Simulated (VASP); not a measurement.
Runs of VASP 6.6.1 on WSe2. The structure is that of space group P-6m2 (No. 187), or close to it. The cells are those of the table. 

| cell | gap on the mesh (eV) | largest force (eV/Å) |
| --- | --- | --- |
| a = 3.221, b = 3.221, c = 16.411 Å, angles 90.0, 90.0, 120.0°, 3 atoms | (a) | 0.92 |
| a = 3.172, b = 3.172, c = 16.911 Å, angles 90.0, 90.0, 120.0°, 3 atoms | 1.56 | 0.32 |
| a = 3.221, b = 3.221, c = 16.661 Å, angles 90.0, 90.0, 120.0°, 3 atoms | 1.67 | 0.42 |
| a = 3.221, b = 3.221, c = 16.161 Å, angles 90.0, 90.0, 120.0°, 3 atoms | (b) | 1.45 |
| a = 3.172, b = 3.172, c = 16.161 Å, angles 90.0, 90.0, 120.0°, 3 atoms | 1.85 | 1.90 |

Alike in all rows: task single point; level PBEsol; potentials or basis VASP PAW PBE potentials, release 64 (W_sv, Se); no spin polarisation; k mesh 12 × 12 × 2; cutoff (eV) 520; smearing gaussian 0.05 eV.

Problem. Fill in the values left out.

Solution. (a) 1.77; (b) 1.74.

Caveats: there is no dipole correction, which matters where the two faces differ; the PAW data sets were made with another functional, which shifts forces and pressure a little; spin-orbit coupling is left out, which moves the levels of the heavy elements.

A k mesh can miss the band edges, and the runs leave out spin-orbit coupling on Se, W.
